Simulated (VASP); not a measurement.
# NbZn2P3 (Cmmm) in VASP: single point with PBEsol

Aim: the single point of NbZn2P3 with PBEsol.

All numbers are computed with VASP 6.6.1; they aren't measurements. Logs are shortened: lines on timing, memory, paths and dates and some standing lists are left out, and cuts for length are marked.

## Step 1: The cell of the first run

It takes space group Cmmm (No. 65, orthorhombic). Conventional cell: a = 4.760 Å, b = 8.167 Å, c = 4.680 Å, α = 90.00°, β = 90.00°, γ = 90.00°. Nb (site symmetry mmm) has 10 P at 2.67 to 3.34 Å and 8 Zn at 3.33 Å within 3.5 Å. Within 3.1 Å of Zn (site symmetry 2/m) lie 6 P at 2.36 to 2.70 Å and 2 Zn at 2.38 Å. P (site symmetry m2m) has 3 Nb at 2.67 to 2.77 Å and 5 P at 2.69 to 2.82 Å and 4 Zn at 2.70 Å within 3.5 Å. P (site symmetry mmm) has 4 Zn at 2.36 Å and 4 P at 2.73 Å within 3.1 Å.

## Step 2: Single point, PBEsol

INCAR reads:

```
ALGO = Normal
EDIFF = 1E-6
ENCUT = 520
GGA = PS
ISIF = 2
ISMEAR = -1
LASPH = True
LCHARG = True
LELF = True
LREAL = False
LVHAR = True
LWAVE = False
NBANDS = 35
NELM = 60
PREC = Accurate
SIGMA = 0.03
```

KPOINTS reads:

```
k-points
0
Gamma
  4 4 6
```

POSCAR reads:

```
NbZn2P3
1.0
    2.3800412145     -4.0836745991      0.0000000000
    2.3800412145      4.0836745991      0.0000000000
    0.0000000000      0.0000000000      4.6796803227
Nb Zn P
1 2 3
Direct
    0.0000000000      0.0000000000      0.0000000000
    0.5000000000      0.0000000000      0.5000000000
    0.0000000000      0.5000000000      0.5000000000
    0.6726031202      0.3273968798      0.0000000000
    0.3273968798      0.6726031202      0.0000000000
    0.5000000000      0.5000000000      0.5000000000
```

Potentials or basis: VASP PAW PBE potentials, release 64 (Nb_sv, Zn, P).

Command:

```
> cat potpaw_PBE.64/Nb_sv/POTCAR potpaw_PBE.64/Zn/POTCAR potpaw_PBE.64/P/POTCAR > POTCAR
> mpirun -np 1 vasp_std > vasp.out
```

OUTCAR:

```text
EDIFF = 1E-6
   ENCUT = 520
   GGA = PS
   ISIF = 2
   ISMEAR = -1
   LASPH = True
   LREAL = False
   NELM = 60
   PREC = Accurate

 ion  position               nearest neighbor table
   1  0.000  0.000  0.000-   4 2.67   5 2.67   4 2.77   5 2.77   4 2.77   5 2.77
   2  0.500  0.000  0.500-   6 2.36   6 2.36   3 2.38   3 2.38   4 2.70   5 2.70   5 2.70   4 2.70

   3  0.000  0.500  0.500-   6 2.36   6 2.36   2 2.38   2 2.38   4 2.70   5 2.70   5 2.70   4 2.70

   4  0.673  0.327  0.000-   1 2.67   5 2.69   5 2.69   3 2.70   2 2.70   3 2.70   2 2.70   6 2.73
                             6 2.73   1 2.77   1 2.77   5 2.82
   5  0.327  0.673  0.000-   1 2.67   4 2.69   4 2.69   3 2.70   2 2.70   3 2.70   2 2.70   6 2.73
                             6 2.73   1 2.77   1 2.77   4 2.82
   6  0.500  0.500  0.500-   2 2.36   3 2.36   2 2.36   3 2.36   4 2.73   5 2.73   4 2.73   5 2.73

  LATTYP: Found a base centered orthorhombic cell.
 ALAT       =     4.7600824290
 B/A-ratio  =     1.7157999510
 C/A-ratio  =     0.9831090937

  Lattice vectors:

 A1 = (   2.3800412145,  -4.0836745991,   0.0000000000)
 A2 = (   2.3800412145,   4.0836745991,   0.0000000000)
 A3 = (   0.0000000000,   0.0000000000,   4.6796803227)

Analysis of symmetry for initial positions (statically):
=====================================================================
 Subroutine PRICEL returns:
 Original cell was already a primitive cell.

 Routine SETGRP: Setting up the symmetry group for a
 base centered orthorhombic supercell.

 Subroutine GETGRP returns: Found  8 space group operations
 (whereof  8 operations were pure point group operations)
 out of a pool of  8 trial point group operations.

The static configuration has the point symmetry D_2h.

Analysis of symmetry for dynamics (positions and initial velocities):
=====================================================================
 Subroutine PRICEL returns:
 Original cell was already a primitive cell.

 Routine SETGRP: Setting up the symmetry group for a
 base centered orthorhombic supercell.

 Subroutine GETGRP returns: Found  8 space group operations
 (whereof  8 operations were pure point group operations)
 out of a pool of  8 trial point group operations.

The dynamic configuration has the point symmetry D_2h.

 Subroutine INISYM returns: Found  8 space group operations
 (whereof  8 operations are pure point group operations),
 and found     1 'primitive' translations

----------------------------------------------------------------------------------------

                                     Primitive cell

  volume of cell :      90.9666

  direct lattice vectors                    reciprocal lattice vectors
     2.380041214 -4.083674599  0.000000000     0.210080396 -0.122438747  0.000000000
     2.380041214  4.083674599  0.000000000     0.210080396  0.122438747  0.000000000
     0.000000000  0.000000000  4.679680323     0.000000000  0.000000000  0.213689810

  length of vectors
     4.726626113  4.726626113  4.679680323     0.243156368  0.243156368  0.213689810

  position of ions in fractional coordinates (direct lattice)
     0.000000000  0.000000000  0.000000000
     0.500000000  0.000000000  0.500000000
     0.000000000  0.500000000  0.500000000
     0.672603120  0.327396880  0.000000000
     0.327396880  0.672603120  0.000000000
     0.500000000  0.500000000  0.500000000

  ion indices of the primitive-cell ions
   primitive index   ion index
                 1           1
                 2           2
                 3           3
                 4           4
                 5           5
                 6           6

----------------------------------------------------------------------------------------

 KPOINTS: k-points

Automatic generation of k-mesh.
 Grid dimensions read from file:
 generate k-points for:    4    4    6

 Generating k-lattice:

  Cartesian coordinates                     Fractional coordinates (reciprocal lattice)
     0.052520099 -0.030609687  0.000000000     0.250000000  0.000000000  0.000000000
     0.052520099  0.030609687  0.000000000     0.000000000  0.250000000  0.000000000
     0.000000000  0.000000000  0.035614968     0.000000000  0.000000000  0.166666667

  Length of vectors
     0.060789092  0.060789092  0.035614968

  Shift w.r.t. Gamma in fractional coordinates (k-lattice)
     0.000000000  0.000000000  0.000000000

 Subroutine IBZKPT returns following result:
 ===========================================

 Found     28 irreducible k-points:

 Following reciprocal coordinates:
            Coordinates               Weight
  0.000000  0.000000  0.000000      1.000000
  0.250000  0.000000  0.000000      4.000000
  0.500000  0.000000  0.000000      2.000000
  0.250000  0.250000  0.000000      2.000000
  0.500000  0.250000  0.000000      4.000000
 -0.250000  0.250000  0.000000      2.000000
[... 16 lines left out ...]
  0.250000  0.000000  0.500000      4.000000
  0.500000  0.000000  0.500000      2.000000
 [... further k-points ...]
   k-points           NKPTS =     28   k-points in BZ     NKDIM =     28   number of bands    NBANDS=     35
   number of dos      NEDOS =    301   number of ions     NIONS =      6
   total plane-waves  NPLWV =  46656
   dimension x,y,z NGX =    36 NGY =   36 NGZ =   36
   dimension x,y,z NGXF=    72 NGYF=   72 NGZF=   72
   ions per type =               1   2   3
   NGX,Y,Z   is equivalent  to a cutoff of  12.66, 12.66, 12.79 a.u.
   NGXF,Y,Z  is equivalent  to a cutoff of  25.32, 25.32, 25.58 a.u.
 SYSTEM =  unknown system
   PREC   = accura    normal or accurate (medium, high low for compatibility)
   ISTART =      0    job   : 0-new  1-cont  2-samecut
   ICHARG =      2    charge: 1-file 2-atom 10-const
   ISPIN  =      1    spin polarized calculation?
   LNONCOLLINEAR =      F non collinear calculations
   LSORBIT =      F    spin-orbit coupling
   LASPH  =      T    aspherical Exc in radial PAW
   ENCUT  =  520.0 eV  38.22 Ry    6.18 a.u.   8.79  8.79  8.70*2*pi/ulx,y,z
   NELM   =     60;   NELMIN=  2; NELMDL= -5     # of ELM steps
   EDIFF  = 0.1E-05   stopping-criterion for ELM
   LREAL  =      F    real-space projection
   EDIFFG = 0.1E-04   stopping-criterion for IOM
   NSW    =      0    number of steps for IOM
   IBRION =     -1    ionic relax: 0-MD 1-quasi-New 2-CG
   NFREE  =      0    steps in history (QN), initial steepest desc. (CG)
   ISIF   =      2    stress and relaxation
   ISYM   =      2    0-nonsym 1-usesym 2-fastsym
   POTIM  = 0.5000    time-step for ionic-motion
   TEBEG  =    0.0;   TEEND  =   0.0 temperature during run
   PSTRESS=    0.0 pullay stress
   NELECT =      52.0000    total number of electrons
   NUPDOWN=      -1.0000    fix difference up-down
   EMIN   =  10.00;   EMAX   =-10.00  energy-range for DOS
   EFERMI =   0.00;   METHOD = LEGACY
   ISMEAR =    -1;   SIGMA  =   0.03  broadening in eV -4-tet -1-fermi 0-gaus
   EFERMI_NEDOS =   21; number of points for ismear=-14 and -15
   IALGO  =     38    algorithm
   IMIX   =      4    mixing-type and parameters
     AMIX     =   0.40;   BMIX     =  1.00
     AMIX_MAG =   1.60;   BMIX_MAG =  1.00
  volume/ion in A,a.u.               =      15.16       102.31
  Fermi-wavevector in a.u.,A,eV,Ry     =   1.358674  2.567522 25.116297  1.845996
  Thomas-Fermi vector in A             =   2.485487
   LORBIT       =      0    0 simple, 1 ext, 2 COOP (PROOUT), +10 PAW based schemes
   GGA     = PS    functional components
   LHFCALC =     F    Hartree Fock is set to
   AEXX    =    0.0000 exact exchange contribution
   IVDW    =     0    specifies the selected vdW correction
   LEPSILON=     F    determine dielectric tensor
   LRPA    =     F    only Hartree local field effects (RPA)
 non-spin polarized calculation
  energy-cutoff  :      520.00
  volume of cell :       90.97
 maximum number of plane-waves:      2460
   NGX = 17   NGY = 17   NGZ = 17

 number of electron      51.9999974 magnetization

 Free energy of the ion-electron system (eV)
  ---------------------------------------------------
  ext. energy  EPLUGINS =         0.00000000
  ---------------------------------------------------
  free energy    TOTEN  =       -29.51102961 eV

  energy without entropy =      -29.49930254  energy(sigma->0) =      -29.50516608

 E-fermi :   8.1308     XC(G=0): -11.7962

 val. band max:        8.1167024777   @ k =   0.2500   0.0000   0.1667
 cond. band min:       8.1448259130   @ k =   0.5000   0.5000   0.1667
 fundamental gap:      0.0281234353
 Fermi energy:         8.1307917344

 k-point     1 :       0.0000    0.0000    0.0000
  band No.  band energies     occupation
      1     -47.2179      2.00000
      2     -23.3591      2.00000
      3     -23.2775      2.00000
      4     -23.2618      2.00000
      5      -6.6018      2.00000
      6      -2.8272      2.00000
[... 27 lines left out ...]
     34      11.3963      0.00000
     35      11.9481      0.00000

 k-point     2 :       0.2500    0.0000    0.0000
  band No.  band energies     occupation
      1     -47.2178      2.00000
      2     -23.3587      2.00000
      3     -23.2813      2.00000
      4     -23.2667      2.00000
      5      -6.1836      2.00000
      6      -2.8794      2.00000
[... 27 lines left out ...]
     34      12.6427      0.00000
     35      13.7919      0.00000

 k-point     3 :       0.5000    0.0000    0.0000
  band No.  band energies     occupation
      1     -47.2176      2.00000
      2     -23.3582      2.00000
      3     -23.2862      2.00000
      4     -23.2706      2.00000
      5      -5.5274      2.00000
      6      -3.7319      2.00000
[... 27 lines left out ...]
     34      12.3494      0.00000
     35      13.1267      0.00000
[... 723 lines left out ...]
 k-point    23 :       0.2500    0.0000    0.5000
  band No.  band energies     occupation
      1     -47.2177      2.00000
      2     -23.3633      2.00000
      3     -23.2809      2.00000
      4     -23.2662      2.00000
      5      -4.8163      2.00000
      6      -4.6928      2.00000
[... 27 lines left out ...]
     34      12.1742      0.00000
     35      14.2823      0.00000

 k-point    24 :       0.5000    0.0000    0.5000
  band No.  band energies     occupation
      1     -47.2176      2.00000
      2     -23.3626      2.00000
      3     -23.2856      2.00000
      4     -23.2701      2.00000
      5      -4.3562      2.00000
      6      -3.9466      2.00000
[... 27 lines left out ...]
     34      13.4549      0.00000
     35      13.7213      0.00000

 [... further k-points ...]

------------------------ aborting loop because EDIFF is reached ----------------------------------------

  FORCE on cell =-STRESS in cart. coord.  units (eV):
  Direction    XX          YY          ZZ          XY          YZ          ZX
  --------------------------------------------------------------------------------------
  -------------------------------------------------------------------------------------
  Total        0.1642525      0.1225938      0.1170050      0.0000000      0.0000000      0.0000000
  in kB        2.8929496      2.1592227      2.0607879      0.0000000      0.0000000      0.0000000
  external PRESSURE =       2.3709867 kB  Pullay stress =       0.0000000 kB

 VOLUME and BASIS-vectors are now :
 -----------------------------------------------------------------------------
  energy-cutoff  :      520.00
  volume of cell :       90.97
      direct lattice vectors                 reciprocal lattice vectors
     2.380041214 -4.083674599  0.000000000     0.210080396 -0.122438747  0.000000000
     2.380041214  4.083674599  0.000000000     0.210080396  0.122438747  0.000000000
     0.000000000  0.000000000  4.679680323     0.000000000  0.000000000  0.213689810

 POSITION                                       TOTAL-FORCE (eV/Angst)
 -----------------------------------------------------------------------------------
      0.00000      0.00000      0.00000         0.000000      0.000000      0.000000
      1.19002     -2.04184      2.33984         0.000000      0.000000      0.000000
      1.19002      2.04184      2.33984         0.000000      0.000000      0.000000
      2.38004     -1.40971      0.00000         0.000000     -0.000941     -0.000000
      2.38004      1.40971      0.00000         0.000000      0.000941      0.000000
      2.38004      0.00000      2.33984        -0.000000     -0.000000      0.000000
 -----------------------------------------------------------------------------------
    total drift:                                0.000000     -0.000000      0.000000

  FREE ENERGIE OF THE ION-ELECTRON SYSTEM (eV)
  ---------------------------------------------------
  free  energy   TOTEN  =       -29.5110296117 eV

  energy  without entropy=      -29.4993025405  energy(sigma->0) =      -29.50516608
```

Run time: 41 s. Hardware: 1 thread of Intel Xeon 6975P-C (Granite Rapids), shared host; peak memory 0.24 GiB.

What came out:

```yaml
Free_energy: -29.5110 eV
Pressure: 0.2 GPa
Band_gap_on_the_k_mesh: zero (band 26 reaches 8.70 eV, above the bottom of band 27 at 7.87 eV)
```

Stress tensor (GPa, compression positive):
```
0.29 0.00 0.00
0.00 0.22 0.00
0.00 0.00 0.21
```

Levels at points of the mesh, in eV from the Fermi level:
```
           k point  band 22  band 23  band 24  band 25  band 26  band 27  band 28  band 29  band 30  band 31
(0.00, 0.00, 0.00)    -3.58    -1.80    -1.37    -0.62    -0.34    -0.14     0.22     0.88     1.10     2.13
(0.50, 0.00, 0.00)    -3.40    -2.35    -2.06    -1.30    -0.59     0.37     1.04     1.38     2.10     2.75
(0.50, 0.50, 0.00)    -4.35    -1.97    -1.85    -1.59    -1.19     0.11     0.86     1.39     2.70     3.72
(0.00, 0.00, 0.50)    -3.68    -2.03    -1.21    -0.87    -0.58    -0.21     0.61     1.64     1.84     2.45
(0.50, 0.00, 0.50)    -4.05    -2.03    -0.35     0.17     0.22     0.99     1.11     1.30     1.68     1.94
(0.50, 0.50, 0.50)    -2.74    -1.68    -0.42     0.10     0.38     1.15     1.28     1.67     2.09     2.48
```

Caveat: the k points lie up to 0.38 Å⁻¹ apart; the PAW data sets were made with another functional, which shifts forces and pressure a little.
